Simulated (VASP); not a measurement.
# ZnS: electric field gradients with PBEsol

**The experiment to reproduce.**

“Electronic, vibrational, and thermodynamic properties of ZnS (zincblende and rocksalt structure)”, 2009, arxiv:0911.5022 quotes, for a bulk crystal of ZnS at 19 K: band gap 3.85 eV (direct).

Crystal: ZnS.

```
Zn S
1.0
     0.00000    2.70465    2.70465
     2.70465    0.00000    2.70465
     2.70465    2.70465    0.00000
Zn S
1 1
Direct
  0.00000 0.00000 0.00000
  0.75000 0.75000 0.75000
```

| Quantity | Value |
| --- | --- |
| Program | VASP 6.6.1 |
| Task | electric field gradients |
| Functional | PBEsol |
| Potentials or basis | VASP PAW PBE potentials, release 64 (Zn, S) |
| Cutoff | 520 eV |
| k mesh | 9 × 9 × 9 |
| Occupations | fermi-dirac, width 0.01 eV |
| Spin | no spin polarisation |
| Dipole correction | no |
| Further INCAR settings | ALGO = Normal; EDIFF = 1e-08; NBANDS = 16 |

The pressure is -2.0 GPa. The band gap on the k mesh is 1.97 eV, direct.

Levels at points of the mesh, in eV from the valence-band top:
```csv
k point,band 7,band 8,band 9,band 10,band 11,band 12
"(0.00, 0.00, 0.00)",0.00,0.00,0.00,1.97,6.31,6.31
```

Wall time 18 s on 1 thread of Intel Xeon 6975P-C, on a shared host, peak memory 0.16 GiB.

Against the measured gap of ZnS, 3.85 eV (direct; 19 K; quoted in “Electronic, vibrational, and thermodynamic properties of ZnS (zincblende and rocksalt structure)”, 2009, arxiv:0911.5022), the calculated 1.97 eV is off by -1.88 eV. The value is that of PBEsol, without temperature or zero-point motion. Semilocal functionals fall short of measured gaps as a rule.

Caveat: without QUAD_EFG the Cq values of the log hold for a quadrupole moment of 1 mb, not for the nuclei; the PAW data sets were made with another functional, which shifts forces and pressure a little.
